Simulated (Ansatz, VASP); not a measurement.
# One calculation of PbS, two programs

INCAR

```
SYSTEM = PbS
PREC     = Accurate       ! precision mode
ENCUT    = 400            ! plane-wave cutoff, eV
EDIFF    = 1E-8           ! SCF threshold, eV
ISMEAR   = -1             ! smearing method
SIGMA    = 0.01           ! smearing width, eV
LREAL    = .False.        ! projectors in reciprocal space
LASPH    = .True.         ! aspherical terms in the spheres
NELM     = 120            ! most SCF steps
ALGO     = Normal         ! electronic algorithm
ISIF     = 2              ! what is computed and relaxed
LWAVE    = .False.        ! write WAVECAR
LCHARG   = .False.        ! write CHGCAR
GGA      = PE             ! functional
LEFG     = .True.       
NBANDS   = 28             ! bands
GGA_COMPAT= .False.
```

File KPOINTS:

```
Automatic mesh
0
Gamma
  7 7 3
  0 0 0
```

Contents of POSCAR:

```
PbS
1.0
    2.9791952269     -2.9381622711      0.0000000000
    2.9791952269      2.9381622711      0.0000000000
   -1.0942628141      0.0000000000     11.8633772756
Pb S
2 2
Direct
    0.7756000000      0.7756000000      0.6363800000
    0.2244000000      0.2244000000      0.3636200000
    0.2684000000      0.2684000000      0.5986000000
    0.7316000000      0.7316000000      0.4014000000
```

Input for Ansatz:

```yaml
crystal:
  lattice:
    - [2.9791952269, -2.9381622711, 0.0]
    - [2.9791952269, 2.9381622711, 0.0]
    - [-1.0942628141, 0.0, 11.8633772756]
  atoms:
    - { symbol: Pb, position: [0.7756, 0.7756, 0.63638] }
    - { symbol: Pb, position: [0.2244, 0.2244, 0.36362] }
    - { symbol: S, position: [0.2684, 0.2684, 0.5986] }
    - { symbol: S, position: [0.7316, 0.7316, 0.4014] }
kpoints:
  mp_grid: { grid: [7, 7, 3] }
scf:
  occupations: { method: fermi_dirac, width: 0.01 }
hamiltonian:
  xc: pbe
  pseudopotentials: { kind: all_electron, datasets: crystal }
output:
  forces: true
  stress: true
  eigenvalues: true
  efg: { contact_densities: true }
```

Change from the starting cell: volume scaled by 1.04, crystal datasets.

Alike in both runs: task electric field gradients; functional PBE; k mesh 7 × 7 × 3; occupations fermi-dirac, width 0.01 eV; no spin polarisation.

|  | VASP | Ansatz |
| --- | --- | --- |
| version | VASP 6.6.1 | Ansatz 0.2.0 |
| potentials or method | VASP PAW PBE potentials, release 64 (Pb_d, S), cutoff 400 eV | all-electron PAW with datasets made for the slab, scalar-relativistic |

|  | VASP | Ansatz | Ansatz less VASP |
| --- | --- | --- | --- |
| gap on the k mesh at the Fermi level (eV) | 1.32 | 1.33 | +0.004 |
| rms of the force components (eV/Å) | 0.278 | 0.276 | -0.0014 |
| size of Vzz on the site where it differs most (V/Å²) | 128.2 | 120.4 | -7.81 |

Atom by atom the forces differ by 0.002 eV/Å (rms over components). Ansatz ran all-electron here, and VASP with PAW potentials.

Spin-orbit coupling is off throughout.
